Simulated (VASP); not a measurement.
# Ge (P6_3/mmc) in VASP: notebook

Ge is run at these levels: PBE; tasks: single point.

Everything below comes from runs of VASP 6.6.1. Logs are shortened: lines on timing, memory, paths and dates and some standing lists are left out, and cuts for length are marked.

**1. The cell of the first run**

It takes space group P6_3/mmc (No. 194, hexagonal). Conventional cell: a = 4.068 Å, b = 4.068 Å, c = 19.991 Å, α = 90.00°, β = 90.00°, γ = 120.00°. Ge (site symmetry 3m) has 4 Ge at 2.49 to 2.51 Å within 3.3 Å. Within 3.3 Å of Ge (site symmetry 3m) lie 4 Ge at 2.49 Å. Within 3.3 Å of Ge (site symmetry 3m) lie 4 Ge at 2.49 Å.

**2. Single point, PBE**

The input, INCAR:

```
SYSTEM = Ge
PREC = Accurate ; ENCUT = 520
EDIFF = 1E-6 ; ISMEAR = 0
SIGMA = 0.1 ; LREAL = .FALSE.
LASPH = .TRUE. ; NELM = 60
ALGO = Normal ; ISIF = 2
LWAVE = .FALSE. ; LCHARG = .FALSE.
GGA = PE ; NBANDS = 96
```

The input, KPOINTS:

```
Automatic mesh
0
G
  6 6 1
  0 0 0
```

The input, POSCAR:

```
Ge
1.0
    4.0675628000      0.0000000000      0.0000000000
   -2.0337814000      3.5226127000      0.0000000000
    0.0000000000      0.0000000000     19.9913056000
Ge
12
Direct
    0.0000000000      0.0000000000      0.1871430000
    0.0000000000      0.0000000000      0.6871430000
    0.0000000000      0.0000000000      0.3128570000
    0.0000000000      0.0000000000      0.8128570000
    0.3333333000      0.6666667000      0.5208100000
    0.6666667000      0.3333333000      0.0208100000
    0.3333333000      0.6666667000      0.9791900000
    0.6666667000      0.3333333000      0.4791900000
    0.3333333000      0.6666667000      0.6453270000
    0.6666667000      0.3333333000      0.1453270000
    0.3333333000      0.6666667000      0.8546730000
    0.6666667000      0.3333333000      0.3546730000
```

Potentials or basis: VASP PAW PBE potentials, release 64 (Ge_d).

Command:

```
> cat potpaw_PBE.64/Ge_d/POTCAR > POTCAR
> mpirun -np 1 vasp_std > vasp.out
```

OUTCAR:

```text
SYSTEM = Ge
   PREC = Accurate
   ENCUT = 520
   EDIFF = 1E-6
   ISMEAR = 0
   LREAL = .FALSE.
   LASPH = .TRUE.
   NELM = 60
   ISIF = 2
   GGA = PE

 ion  position               nearest neighbor table
   1  0.000  0.000  0.187-  10 2.49  10 2.49  10 2.49   3 2.51
   2  0.000  0.000  0.687-   9 2.49   9 2.49   9 2.49   4 2.51
   3  0.000  0.000  0.313-  12 2.49  12 2.49  12 2.49   1 2.51
   4  0.000  0.000  0.813-  11 2.49  11 2.49  11 2.49   2 2.51
   5  0.333  0.667  0.521-   9 2.49   8 2.49   8 2.49   8 2.49
   6  0.667  0.333  0.021-  10 2.49   7 2.49   7 2.49   7 2.49
   7  0.333  0.667  0.979-  11 2.49   6 2.49   6 2.49   6 2.49
   8  0.667  0.333  0.479-  12 2.49   5 2.49   5 2.49   5 2.49
   9  0.333  0.667  0.645-   5 2.49   2 2.49   2 2.49   2 2.49
  10  0.667  0.333  0.145-   6 2.49   1 2.49   1 2.49   1 2.49
  11  0.333  0.667  0.855-   7 2.49   4 2.49   4 2.49   4 2.49
  12  0.667  0.333  0.355-   8 2.49   3 2.49   3 2.49   3 2.49

  LATTYP: Found a hexagonal cell.
 ALAT       =     4.0675628000
 C/A-ratio  =     4.9148117885

  Lattice vectors:

 A1 = (   4.0675628000,   0.0000000000,   0.0000000000)
 A2 = (  -2.0337814000,   3.5226127000,   0.0000000000)
 A3 = (   0.0000000000,   0.0000000000,  19.9913056000)

Analysis of symmetry for initial positions (statically):
=====================================================================
 Subroutine PRICEL returns:
 Original cell was already a primitive cell.

 Routine SETGRP: Setting up the symmetry group for a
 hexagonal supercell.

 Subroutine GETGRP returns: Found 24 space group operations
 (whereof 12 operations were pure point group operations)
 out of a pool of 24 trial point group operations.

The static configuration has the point symmetry D_3d.
 The point group associated with its full space group is D_6h.

Analysis of symmetry for dynamics (positions and initial velocities):
=====================================================================
 Subroutine PRICEL returns:
 Original cell was already a primitive cell.

 Routine SETGRP: Setting up the symmetry group for a
 hexagonal supercell.

 Subroutine GETGRP returns: Found 24 space group operations
 (whereof 12 operations were pure point group operations)
 out of a pool of 24 trial point group operations.

The dynamic configuration has the point symmetry D_3d.
 The point group associated with its full space group is D_6h.

 Subroutine INISYM returns: Found 24 space group operations
 (whereof 12 operations are pure point group operations),
 and found     1 'primitive' translations

----------------------------------------------------------------------------------------

                                     Primitive cell

  volume of cell :     286.4444

  direct lattice vectors                    reciprocal lattice vectors
     4.067562800  0.000000000  0.000000000     0.245847464  0.141940100  0.000000000
    -2.033781400  3.522612700  0.000000000     0.000000000  0.283880201  0.000000000
     0.000000000  0.000000000 19.991305600     0.000000000  0.000000000  0.050021745

  length of vectors
     4.067562800  4.067562786 19.991305600     0.283880200  0.283880201  0.050021745

  position of ions in fractional coordinates (direct lattice)
     0.000000000  0.000000000  0.187143000
     0.000000000  0.000000000  0.687143000
     0.000000000  0.000000000  0.312857000
     0.000000000  0.000000000  0.812857000
     0.333333300  0.666666700  0.520810000
     0.666666700  0.333333300  0.020810000
     0.333333300  0.666666700  0.979190000
     0.666666700  0.333333300  0.479190000
     0.333333300  0.666666700  0.645327000
     0.666666700  0.333333300  0.145327000
     0.333333300  0.666666700  0.854673000
     0.666666700  0.333333300  0.354673000

  ion indices of the primitive-cell ions
   primitive index   ion index
                 1           1
                 2           2
                 3           3
                 4           4
                 5           5
                 6           6
                 7           7
                 8           8
                 9           9
                10          10
                11          11
                12          12

----------------------------------------------------------------------------------------

 KPOINTS: Automatic mesh

Automatic generation of k-mesh.
 Grid dimensions read from file:
 generate k-points for:    6    6    1

 Generating k-lattice:

  Cartesian coordinates                     Fractional coordinates (reciprocal lattice)
     0.040974577  0.023656683  0.000000000     0.166666667  0.000000000  0.000000000
     0.000000000  0.047313367  0.000000000     0.000000000  0.166666667  0.000000000
     0.000000000  0.000000000  0.050021745     0.000000000  0.000000000  1.000000000

  Length of vectors
     0.047313367  0.047313367  0.050021745

  Shift w.r.t. Gamma in fractional coordinates (k-lattice)
     0.000000000  0.000000000  0.000000000

 Subroutine IBZKPT returns following result:
 ===========================================

 Found      7 irreducible k-points:

 Following reciprocal coordinates:
            Coordinates               Weight
  0.000000  0.000000  0.000000      1.000000
  0.166667 -0.000000  0.000000      6.000000
  0.333333 -0.000000  0.000000      6.000000
  0.500000 -0.000000  0.000000      3.000000
  0.166667  0.166667  0.000000      6.000000
  0.333333  0.166667  0.000000     12.000000
  0.333333  0.333333  0.000000      2.000000
   k-points           NKPTS =      7   k-points in BZ     NKDIM =      7   number of bands    NBANDS=     96
   number of dos      NEDOS =    301   number of ions     NIONS =     12
   total plane-waves  NPLWV = 135000
   dimension x,y,z NGX =    30 NGY =   30 NGZ =  150
   dimension x,y,z NGXF=    60 NGYF=   60 NGZF=  300
   ions per type =              12
   NGX,Y,Z   is equivalent  to a cutoff of  12.26, 12.26, 12.47 a.u.
   NGXF,Y,Z  is equivalent  to a cutoff of  24.52, 24.52, 24.95 a.u.
 SYSTEM =  Ge
   PREC   = accura    normal or accurate (medium, high low for compatibility)
   ISTART =      0    job   : 0-new  1-cont  2-samecut
   ICHARG =      2    charge: 1-file 2-atom 10-const
   ISPIN  =      1    spin polarized calculation?
   LNONCOLLINEAR =      F non collinear calculations
   LSORBIT =      F    spin-orbit coupling
   LASPH  =      T    aspherical Exc in radial PAW
   ENCUT  =  520.0 eV  38.22 Ry    6.18 a.u.   7.56  7.56 37.17*2*pi/ulx,y,z
   NELM   =     60;   NELMIN=  2; NELMDL= -5     # of ELM steps
   EDIFF  = 0.1E-05   stopping-criterion for ELM
   LREAL  =      F    real-space projection
   EDIFFG = 0.1E-04   stopping-criterion for IOM
   NSW    =      0    number of steps for IOM
   IBRION =     -1    ionic relax: 0-MD 1-quasi-New 2-CG
   NFREE  =      0    steps in history (QN), initial steepest desc. (CG)
   ISIF   =      2    stress and relaxation
   ISYM   =      2    0-nonsym 1-usesym 2-fastsym
   POTIM  = 0.5000    time-step for ionic-motion
   TEBEG  =    0.0;   TEEND  =   0.0 temperature during run
   PSTRESS=    0.0 pullay stress
   NELECT =     168.0000    total number of electrons
   NUPDOWN=      -1.0000    fix difference up-down
   EMIN   =  10.00;   EMAX   =-10.00  energy-range for DOS
   EFERMI =   0.00;   METHOD = LEGACY
   ISMEAR =     0;   SIGMA  =   0.10  broadening in eV -4-tet -1-fermi 0-gaus
   EFERMI_NEDOS =   21; number of points for ismear=-14 and -15
   IALGO  =     38    algorithm
   IMIX   =      4    mixing-type and parameters
     AMIX     =   0.40;   BMIX     =  1.00
     AMIX_MAG =   1.60;   BMIX_MAG =  1.00
  volume/ion in A,a.u.               =      23.87       161.09
  Fermi-wavevector in a.u.,A,eV,Ry     =   1.370349  2.589584 25.549783  1.877856
  Thomas-Fermi vector in A             =   2.496143
   LORBIT       =      0    0 simple, 1 ext, 2 COOP (PROOUT), +10 PAW based schemes
   GGA     = PE    functional components
   LHFCALC =     F    Hartree Fock is set to
   AEXX    =    0.0000 exact exchange contribution
   IVDW    =     0    specifies the selected vdW correction
   LEPSILON=     F    determine dielectric tensor
   LRPA    =     F    only Hartree local field effects (RPA)
 non-spin polarized calculation
 Gauss-broadening in eV      SIGMA  =   0.10
  energy-cutoff  :      520.00
  volume of cell :      286.44
 maximum number of plane-waves:      7747
   NGX = 15   NGY = 15   NGZ = 75

 number of electron     167.9999891 magnetization

 Free energy of the ion-electron system (eV)
  ---------------------------------------------------
  ext. energy  EPLUGINS =         0.00000000
  ---------------------------------------------------
  free energy    TOTEN  =       -54.00366560 eV

  energy without entropy =      -53.99837154  energy(sigma->0) =      -54.00101857

 E-fermi :   4.4989     XC(G=0):  -9.6714

 val. band max:        4.4565608245   @ k =   0.0000   0.0000   0.0000
 cond. band min:       4.5445100052   @ k =   0.0000   0.0000   0.0000
 fundamental gap:      0.0879491808
 Fermi energy:         4.4989366702

 k-point     1 :       0.0000    0.0000    0.0000
  band No.  band energies     occupation
      1     -20.2787      2.00000
      2     -20.2787      2.00000
      3     -20.2768      2.00000
      4     -20.2768      2.00000
      5     -20.2721      2.00000
      6     -20.2721      2.00000
[... 88 lines left out ...]
     95       7.4536      0.00000
     96       7.6843      0.00000

 k-point     2 :       0.1667   -0.0000    0.0000
  band No.  band energies     occupation
      1     -20.2921      2.00000
      2     -20.2874      2.00000
      3     -20.2837      2.00000
      4     -20.2817      2.00000
      5     -20.2811      2.00000
      6     -20.2759      2.00000
[... 484 lines left out ...]
     95       8.2083      0.00000
     96       8.4384      0.00000

 k-point     7 :       0.3333    0.3333    0.0000
  band No.  band energies     occupation
      1     -20.3044      2.00000
      2     -20.3035      2.00000
      3     -20.2983      2.00000
      4     -20.2983      2.00000
      5     -20.2924      2.00000
      6     -20.2923      2.00000
[... 88 lines left out ...]
     95       9.8204      0.00000
     96      10.0463      0.00000

------------------------ aborting loop because EDIFF is reached ----------------------------------------

  FORCE on cell =-STRESS in cart. coord.  units (eV):
  Direction    XX          YY          ZZ          XY          YZ          ZX
  --------------------------------------------------------------------------------------
  -------------------------------------------------------------------------------------
  Total        0.5574933      0.5574933     -0.5218146      0.0000000     -0.0000000      0.0000000
  in kB        3.1182427      3.1182427     -2.9186798      0.0000000     -0.0000000      0.0000000
  external PRESSURE =       1.1059352 kB  Pullay stress =       0.0000000 kB

 VOLUME and BASIS-vectors are now :
 -----------------------------------------------------------------------------
  energy-cutoff  :      520.00
  volume of cell :      286.44
      direct lattice vectors                 reciprocal lattice vectors
     4.067562800  0.000000000  0.000000000     0.245847464  0.141940100  0.000000000
    -2.033781400  3.522612700  0.000000000     0.000000000  0.283880201  0.000000000
     0.000000000  0.000000000 19.991305600     0.000000000  0.000000000  0.050021745

 POSITION                                       TOTAL-FORCE (eV/Angst)
 -----------------------------------------------------------------------------------
      0.00000      0.00000      3.74123        -0.000000      0.000000      0.017646
      0.00000      0.00000     13.73689        -0.000000      0.000000      0.017646
      0.00000      0.00000      6.25442        -0.000000      0.000000     -0.017646
      0.00000      0.00000     16.25007         0.000000      0.000000     -0.017646
     -0.00000      2.34841     10.41167         0.000000     -0.000000     -0.003330
      2.03378      1.17420      0.41602        -0.000000      0.000000     -0.003330
     -0.00000      2.34841     19.57529         0.000000     -0.000000      0.003330
      2.03378      1.17420      9.57963        -0.000000      0.000000      0.003330
     -0.00000      2.34841     12.90093        -0.000000      0.000000      0.007538
      2.03378      1.17420      2.90528        -0.000000     -0.000000      0.007538
     -0.00000      2.34841     17.08603         0.000000     -0.000000     -0.007538
      2.03378      1.17420      7.09038         0.000000      0.000000     -0.007538
 -----------------------------------------------------------------------------------
    total drift:                                0.000000      0.000000     -0.000000

  FREE ENERGIE OF THE ION-ELECTRON SYSTEM (eV)
  ---------------------------------------------------
  free  energy   TOTEN  =       -54.0036655951 eV

  energy  without entropy=      -53.9983715394  energy(sigma->0) =      -54.00101857
```

Run time: 5.8 min. Hardware: 1 thread of Intel Xeon Platinum 8375C at 2.90GHz (Ice Lake), shared host; peak memory 0.41 GiB.

What came out:

```
Free energy            : -54.0037 eV
Pressure               : 0.1 GPa
Largest force          : 0.018 eV/Å
Band gap on the k mesh : 0.09 eV, direct
```

Forces on the atoms (eV/Å):
```
Ge   0.000  0.000  0.018
Ge   0.000  0.000  0.018
Ge   0.000  0.000 -0.018
Ge   0.000  0.000 -0.018
Ge   0.000  0.000 -0.003
Ge   0.000  0.000 -0.003
Ge   0.000  0.000  0.003
Ge   0.000  0.000  0.003
Ge   0.000  0.000  0.008
Ge   0.000  0.000  0.008
Ge   0.000  0.000 -0.008
Ge   0.000  0.000 -0.008
```

Levels at points of the mesh, in eV from the valence-band top:
| k point | band 80 | band 81 | band 82 | band 83 | band 84 | band 85 | band 86 | band 87 | band 88 | band 89 |
| --- | --- | --- | --- | --- | --- | --- | --- | --- | --- | --- |
| (0.00, 0.00, 0.00) | -0.38 | -0.38 | -0.37 | 0.00 | 0.00 | 0.09 | 0.09 | 0.19 | 0.36 | 0.78 |
| (0.50, 0.00, 0.00) | -2.34 | -1.81 | -1.81 | -1.70 | -1.29 | 0.42 | 0.60 | 0.90 | 1.13 | 1.17 |

**3. Single point, PBE**

The input, INCAR:

```
  PREC = Accurate
  ENCUT = 520
  EDIFF = 1E-6
  ISMEAR = 0
  SIGMA = 0.2
  LREAL = F
  LASPH = T
  NELM = 80
  ALGO = Normal
  ISIF = 2
  LWAVE = F
  LCHARG = F
  GGA = PE
  NBANDS = 96
```

The input, KPOINTS:

```
Automatic mesh
0
Gamma
  6 6 1
```

The input, POSCAR:

```
Ge
1.0
    4.0675627906      0.0000000000      0.0000000000
   -2.0337813953      3.5226127081      0.0000000000
    0.0000000000      0.0000000000     19.9913056000
Ge
12
Direct
    0.0000000000      0.0000000000      0.1871430000
    0.0000000000      0.0000000000      0.6871430000
    0.0000000000      0.0000000000      0.3128570000
    0.0000000000      0.0000000000      0.8128570000
    0.3333333333      0.6666666667      0.5208100000
    0.6666666667      0.3333333333      0.0208100000
    0.3333333333      0.6666666667      0.9791900000
    0.6666666667      0.3333333333      0.4791900000
    0.3333333333      0.6666666667      0.6453270000
    0.6666666667      0.3333333333      0.1453270000
    0.3333333333      0.6666666667      0.8546730000
    0.6666666667      0.3333333333      0.3546730000
```

Potentials or basis: VASP PAW PBE potentials, release 64 (Ge_d).

Command:

```
> cat potpaw_PBE.64/Ge_d/POTCAR > POTCAR
> mpirun -np 1 vasp_std > vasp.out
```

Run time: 6 min. Hardware: 1 thread of Intel Xeon Platinum 8375C at 2.90GHz (Ice Lake), shared host; peak memory 0.39 GiB.

The run converged. Its results:

```
Free energy            : -54.0100 eV
Pressure               : 0.1 GPa
Largest force          : 0.016 eV/Å
Band gap on the k mesh : 0.09 eV, direct
```

Forces in eV/Å, atoms in the order of the input:
```
Ge   0.000  0.000  0.006
Ge   0.000  0.000  0.006
Ge   0.000  0.000 -0.006
Ge   0.000  0.000 -0.006
Ge   0.000  0.000 -0.009
Ge   0.000  0.000 -0.009
Ge   0.000  0.000  0.009
Ge   0.000  0.000  0.009
Ge   0.000  0.000  0.016
Ge   0.000  0.000  0.016
Ge   0.000  0.000 -0.016
Ge   0.000  0.000 -0.016
```

Stress tensor (GPa, compression positive):
```
 0.31  0.00  0.00
 0.00  0.31  0.00
 0.00  0.00 -0.28
```

Levels at points of the mesh, in eV from the valence-band top:
| k point | band 81 | band 82 | band 83 | band 84 | band 85 | band 86 | band 87 | band 88 |
| --- | --- | --- | --- | --- | --- | --- | --- | --- |
| (0.00, 0.00, 0.00) | -0.38 | -0.37 | 0.00 | 0.00 | 0.09 | 0.09 | 0.19 | 0.36 |
| (0.50, 0.00, 0.00) | -1.81 | -1.81 | -1.70 | -1.29 | 0.42 | 0.60 | 0.90 | 1.13 |
